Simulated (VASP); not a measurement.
**Zn7AuO8: single point with PBEsol+U**

Crystal: Zn7AuO8.

```xyz
16
Lattice="6.4988 0.0000 0.0000 -3.2494 5.6281 0.0000 0.0000 0.0000 5.2038" Properties=species:S:1:pos:R:3 pbc="T T T"
Au    0.4067    1.6337    0.2666
Zn   -1.6147    4.6147    5.1697
Zn    3.3134    1.8942    5.1698
Zn    1.6367    4.6757    0.0236
Zn    1.5456    0.9759    2.4457
Zn   -0.0648    3.8677    2.6636
Zn    4.7344    0.9242    2.6636
Zn    3.1999    3.7730    2.5797
O    -0.2041    1.9858    2.2109
O    -1.6898    4.7034    1.9282
O     3.1984    1.9142    1.9282
O     1.5806    4.7075    1.9924
O     1.8764    0.7854    4.3117
O     0.0284    3.8065    4.5936
O     4.8343    0.8747    4.5936
O     3.2452    3.7472    4.5504
```

```yaml
Program: VASP 6.6.1
Task: single point
Functional: PBEsol
Potentials_or_basis: VASP PAW PBE potentials, release 64 (Au, Zn, O)
Cutoff: 600 eV
k_mesh: 3 × 3 × 3
Occupations: gaussian, width 0.05 eV
Spin: collinear spin
Starting_moments: "[0.2, 0.01, 0.01, 0.01, 0.03, 0.01, 0.01, 0.0, 0.09, 0.02, 0.02, 0.01, 0.08, 0.12, 0.12, 0.01] μB"
Hubbard_terms: Au d U = 3.0 eV
```

* Pressure: 4.1 GPa
* Largest force: 0.314 eV/Å
* Band gap on the k mesh: 0.05 eV (least direct gap 0.09 eV)
* Net moment: 0.96 μB per cell
* Site moments: Au +0.32; Zn +0.01, +0.00, +0.03 (each value once); O +0.09, +0.02, +0.01, +0.12 (each value once) μB
* Valence electrons inside the program's atomic spheres: Au 9.72; Zn 10.90, 10.91, 10.88 (each value once); O 4.96, 4.98, 4.99, 4.97 (each value once)

Forces in eV/Å, atoms in the order of the input:
```
Au  -0.029  0.016  0.036
Zn  -0.001 -0.003 -0.007
Zn   0.002  0.001 -0.006
Zn   0.007 -0.004  0.000
Zn  -0.004  0.004 -0.041
Zn   0.007  0.019 -0.007
Zn  -0.014 -0.014 -0.007
Zn  -0.002  0.000  0.011
O    0.090 -0.051 -0.275
O   -0.015  0.027 -0.019
O   -0.030  0.000 -0.019
O    0.000  0.001 -0.005
O   -0.220  0.127  0.184
O    0.034 -0.201  0.077
O    0.192  0.071  0.077
O   -0.017  0.009 -0.001
```

Stress tensor (GPa, compression positive):
```
 2.85  0.22 -1.31
 0.22  3.10  0.76
-1.31  0.76  6.23
```

Levels at points of the mesh, in eV from the valence-band top:
Spin up:
| k point | band 70 | band 71 | band 72 | band 73 | band 74 | band 75 |
| --- | --- | --- | --- | --- | --- | --- |
| (0.00, 0.00, 0.00) | -0.22 | -0.15 | -0.13 | 0.91 | 4.77 | 4.94 |
Spin down:
| k point | band 68 | band 69 | band 70 | band 71 | band 72 | band 73 | band 74 | band 75 |
| --- | --- | --- | --- | --- | --- | --- | --- | --- |
| (0.00, 0.00, 0.00) | -0.54 | -0.47 | -0.07 | -0.03 | 0.06 | 1.30 | 4.90 | 4.95 |

Eigenvalues of the final occupation matrices:
| site | spin | trace | eigenvalues |
| --- | --- | --- | --- |
| site 1 d | 1 | 4.60 | 0.88 0.92 0.93 0.94 0.94 |
| site 1 d | 2 | 4.31 | 0.60 0.91 0.92 0.93 0.94 |

Wall time 6.8 min on 1 thread of Intel(R) Xeon(R) 6975P-C (Granite Rapids) (shared host), peak memory 0.69 GiB.

Caveat: the cell stands under pressure; the PAW data sets were made with another functional, which shifts forces and pressure a little; spin-orbit coupling is left out, which moves the levels of the heavy elements; an odd mesh through Γ misses points on the zone boundary, where band edges can lie.
